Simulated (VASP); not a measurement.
# Al18W in VASP: further runs, part 3 of 3

VASP 6.6.1. The steps go on from the part before.

**5. Single point, PBE+D3(BJ)**

File INCAR:

```
SYSTEM = Al18W
  ALGO = Normal
  EDIFF = 1E-6
  ENCUT = 520
  GGA = PE
  ISIF = 2
  ISMEAR = 0
  IVDW = 12
  LASPH = .True.
  LCHARG = .False.
  LREAL = Auto
  LWAVE = .False.
  NBANDS = 49
  NELM = 60
  PREC = Accurate
  SIGMA = 0.1
```

File KPOINTS:

```
k-points
0
Gamma
  4 3 1
  0 0 0
```

File POSCAR:

```
Al18W
1.0
    5.7275650000      0.0000000000      0.0000000000
    4.2956740000      7.4403250000      0.0000000000
    0.0000000000      0.0000000000     17.6765370000
Al W
18 1
Direct
    0.1666665958      0.1111111410      0.0565722234
    0.6666666831      0.1111111410      0.0565722234
    0.1666667458      0.4444444295      0.0565722234
    0.6666666585      0.4444444295      0.0565722234
    0.1666666204      0.7777778524      0.0565722234
    0.6666667077      0.7777778524      0.0565722234
   -0.1772529025      0.2314671738      0.1834561261
    0.3203049770      0.2232456244      0.1891600148
   -0.1623618740      0.5536165423      0.1970409136
    0.3278612477      0.5594769046      0.1915136432
   -0.1766810805      0.8837214772      0.1846652995
    0.3252980436      0.8875979208      0.1875824433
   -0.0690186295      0.0263143075      0.3005078427
    0.5038062249     -0.0111968227      0.3154148915
    0.0172597475      0.2903064046      0.3421215932
    0.4665348434      0.3452474186      0.3167972890
    0.0541285892      0.6963987460      0.3433113624
    0.5751547772      0.6423470749      0.3322732275
    0.2374294893      0.9171357434      0.4063312288
```

Potentials or basis: VASP PAW PBE potentials, release 64 (Al, W_sv).

Started as:

```console
> cat potpaw_PBE.64/Al/POTCAR potpaw_PBE.64/W_sv/POTCAR > POTCAR
> mpirun -np 1 vasp_std > vasp.out
```

OUTCAR:

```text
SYSTEM = Al18W
   EDIFF = 1E-6
   ENCUT = 520
   GGA = PE
   ISIF = 2
   ISMEAR = 0
   IVDW = 12
   LASPH = .True.
   LREAL = Auto
   NELM = 60
   PREC = Accurate
 IVDW          = 12

 ion  position               nearest neighbor table
   1  0.167  0.111  0.057-   7 2.82   8 2.84  12 2.85   2 2.86   4 2.86   5 2.86   3 2.86   6 2.86
                             2 2.86
   2  0.667  0.111  0.057-   7 2.80  11 2.83   1 2.86   4 2.86   3 2.86   5 2.86   6 2.86   1 2.86
                             8 2.91
   3  0.167  0.444  0.057-   4 2.86   2 2.86   1 2.86   5 2.86   6 2.86   4 2.86   8 2.86  10 2.90
                             9 2.97
   4  0.667  0.444  0.057-   7 2.75   3 2.86   2 2.86   1 2.86   5 2.86   3 2.86   6 2.86  10 2.92
                             9 2.99
   5  0.167  0.778  0.057-  12 2.82  11 2.83   6 2.86   2 2.86   1 2.86   3 2.86   4 2.86   6 2.86
                            10 2.89
   6  0.667  0.778  0.057-  11 2.75   5 2.86   2 2.86   1 2.86   3 2.86   5 2.86   4 2.86  12 2.87
                             9 2.99
   7  0.823  0.231  0.183-  13 2.58   4 2.75   2 2.80   8 2.82   1 2.82   9 2.82  10 2.83   8 2.92
                            12 2.92  16 2.95  11 2.99  15 3.15
   8  0.320  0.223  0.189-  16 2.79   9 2.81   7 2.82  14 2.83   1 2.84   3 2.86  12 2.87  11 2.90
[... 237 lines left out ...]
      3     -36.4869      2.00000
      4     -36.4264      2.00000
      5      -9.2737      2.00000
      6      -7.6461      2.00000
[... 332 lines left out ...]
     45       3.3388      0.00000
     46       3.5109      0.00000
 [bands above 46 left out]

------------------------ aborting loop because EDIFF is reached ----------------------------------------

 Edisp (eV)   -4.58541

 E8    (eV) :    -2.1492

  FORCE on cell =-STRESS in cart. coord.  units (eV):
  Direction    XX          YY          ZZ          XY          YZ          ZX
  --------------------------------------------------------------------------------------
  -------------------------------------------------------------------------------------
  Total      -9.65193   -13.69057     0.08883    -1.67372    -0.23013     0.17766
  in kB     -20.52889   -29.11877     0.18893    -3.55988    -0.48946     0.37787
  external pressure =      -16.49 kB  Pullay stress =        0.00 kB

 VOLUME and BASIS-vectors are now :
 -----------------------------------------------------------------------------
  energy-cutoff  :      520.00
  volume of cell :      753.28
      direct lattice vectors                 reciprocal lattice vectors
     5.727565000  0.000000000  0.000000000     0.174594265 -0.100802054  0.000000000
     4.295674000  7.440325000  0.000000000     0.000000000  0.134402731  0.000000000
     0.000000000  0.000000000 17.676537000     0.000000000  0.000000000  0.056572167

 POSITION                                       TOTAL-FORCE (eV/Angst)
 -----------------------------------------------------------------------------------
      1.43189      0.82670      1.00000         0.075922      0.044377     -0.061194
      4.29567      0.82670      1.00000        -0.100543      0.036041     -0.019043
      2.86378      3.30681      1.00000         0.061907     -0.012960      0.199748
      5.72757      3.30681      1.00000        -0.076609      0.146590      0.003414
      4.29567      5.78692      1.00000         0.022634     -0.132072     -0.147415
      7.15946      5.78692      1.00000        -0.014326     -0.074620     -0.027107
[... 11 lines left out ...]
      6.05355      4.77927      5.87344         0.123904     -0.079603      0.012710
      5.29961      6.82379      7.18253        -0.102006     -0.128201     -0.033874
 -----------------------------------------------------------------------------------
    total drift:                                0.002254      0.003611     -0.003418

  FREE ENERGIE OF THE ION-ELECTRON SYSTEM (eV)
  ---------------------------------------------------
  free  energy   TOTEN  =       -76.3569030600 eV

  energy  without entropy=      -76.3016224274  energy(sigma->0) =      -76.32926274
```

OSZICAR:

```text
N       E                     dE             d eps       ncg     rms          rms(c)
DAV:   1     0.219788311751E+03    0.21979E+03   -0.25405E+04   798   0.103E+03
DAV:   2    -0.573375814407E+02   -0.27713E+03   -0.26351E+03   837   0.177E+02
DAV:   3    -0.763864137564E+02   -0.19049E+02   -0.18084E+02   956   0.407E+01
[... 16 lines left out ...]
DAV:  20    -0.717714593424E+02   -0.19040E-03   -0.17575E-05   690   0.120E-02    0.657E-03
DAV:  21    -0.717714811271E+02   -0.21785E-04   -0.32121E-06   620   0.618E-03    0.286E-03
DAV:  22    -0.717714871264E+02   -0.59993E-05   -0.10922E-06   588   0.317E-03    0.569E-04
DAV:  23    -0.717714881984E+02   -0.10721E-05   -0.18085E-07   588   0.140E-03    0.243E-04
DAV:  24    -0.717714886814E+02   -0.48300E-06   -0.12692E-07   556   0.919E-04
   1 F= -.76356903E+02 E0= -.76329263E+02  d E =-.552806E-01
```

stdout:

```text
POSCAR found type information on POSCAR AlW
 POSCAR found :  2 types and      19 ions
 scaLAPACK will be used
 LDA part: xc-table for (Slater+PW92), standard interpolation
 POSCAR, INCAR and KPOINTS ok, starting setup
 FFT: planning ... GRIDC
 FFT: planning ... GRID_SOFT
 FFT: planning ... GRID
 WAVECAR not read
 entering main loop
```

Wall time 21 min (1 thread of Intel Xeon 8259CL, shared host); peak memory 0.86 GiB.

Results:

| Quantity | Value |
| --- | --- |
| Free energy | -76.3569 eV |
| Largest force | 0.229 eV/Å |
| Band gap on the k mesh | zero (bands 34 and 35 overlap by 0.39 eV) |
| Dispersion energy per atom | -0.241 eV |

Forces in eV/Å, atoms in the order of the input:
```
Al   0.076  0.044 -0.061
Al  -0.101  0.036 -0.019
Al   0.062 -0.013  0.200
Al  -0.077  0.147  0.003
Al   0.023 -0.132 -0.147
Al  -0.014 -0.075 -0.027
Al  -0.011  0.015 -0.021
Al  -0.011 -0.007  0.005
Al   0.016  0.001 -0.014
Al  -0.001  0.002  0.005
Al  -0.009 -0.002  0.001
Al  -0.016 -0.003  0.024
Al  -0.050  0.089 -0.031
Al  -0.027 -0.028  0.024
Al  -0.009  0.005 -0.017
Al  -0.048  0.021 -0.007
Al   0.174  0.106  0.104
Al   0.124 -0.080  0.013
W   -0.102 -0.128 -0.034
```

Caveat: there is no dipole correction, which matters where the two faces differ; spin-orbit coupling is left out, which moves the levels of the heavy elements.

**6. Overview**

| cell | gap on the mesh (eV) | largest force (eV/Å) |
| --- | --- | --- |
| as given, atomic positions A | none | 0.14 |
| as given, atomic positions B | none | 0.14 |
| as given, atomic positions C | none | 0.23 |

Alike in all rows: task single point; level PBE+D3(BJ); potentials or basis VASP PAW PBE potentials, release 64 (Al, W_sv); no spin polarisation; k mesh 4 × 3 × 1; cutoff (eV) 520; smearing gaussian 0.1 eV.

Caveats: there is no dipole correction, which matters where the two faces differ; spin-orbit coupling is left out, which moves the levels of the heavy elements.

Total energies depend on the potentials used, so only differences within one code and one set of settings carry meaning.
